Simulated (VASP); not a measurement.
Set up this calculation in VASP 6.6.1, as the native input.

* Task: single point
* Functional: PBEsol
* Potentials or basis: VASP PAW PBE potentials, release 64 (B, N)
* Cutoff: 520 eV
* k mesh: 10 × 10 × 10
* Occupations: gaussian, width 0.01 eV
* Spin: no spin polarisation
* Dipole correction: no
* Further INCAR settings: ALGO = Normal; EDIFF = 1e-06; NBANDS = 11

The structure of BN (Qingsongite) lies in POSCAR:

```
BN
1.0
    0.0000000000      1.8544689142      1.8544689142
    1.8544689142      0.0000000000      1.8544689142
    1.8544689142      1.8544689142      0.0000000000
B N
1 1
Direct
    0.0000000000      0.0000000000      0.0000000000
    0.2500000000      0.2500000000      0.2500000000
```

These files were run (other wordings do the same):

INCAR

```
SYSTEM = BN
ALGO     = Normal         ! electronic algorithm
EDIFF    = 1E-6           ! SCF threshold, eV
ENCUT    = 520            ! plane-wave cutoff, eV
GGA      = PS             ! functional
ISIF     = 2              ! what is computed and relaxed
ISMEAR   = 0              ! smearing method
LASPH    = .TRUE.         ! aspherical terms in the spheres
LCHARG   = .FALSE.        ! write CHGCAR
LREAL    = .FALSE.        ! projectors in reciprocal space
LWAVE    = .FALSE.        ! write WAVECAR
NBANDS   = 11             ! bands
NELM     = 60             ! most SCF steps
PREC     = Accurate       ! precision mode
SIGMA    = 0.01           ! smearing width, eV
```

KPOINTS

```
k-points
0
G
  10 10 10
  0 0 0
```

Potentials or basis: VASP PAW PBE potentials, release 64 (B, N).

Command:

```bash
$ cat potpaw_PBE.64/B/POTCAR potpaw_PBE.64/N/POTCAR > POTCAR
$ mpirun -np 1 vasp_std > vasp.out
```

Results of the run:

```
Pressure               : -27.6 GPa
Band gap on the k mesh : 4.19 eV, indirect (least direct gap 8.40 eV)
```

Caveat: the PAW data sets were made with another functional, which shifts forces and pressure a little.

It used 6.2 s of CPU time on 1 thread of AMD EPYC 7R13 Processor (Zen 3) (shared host).
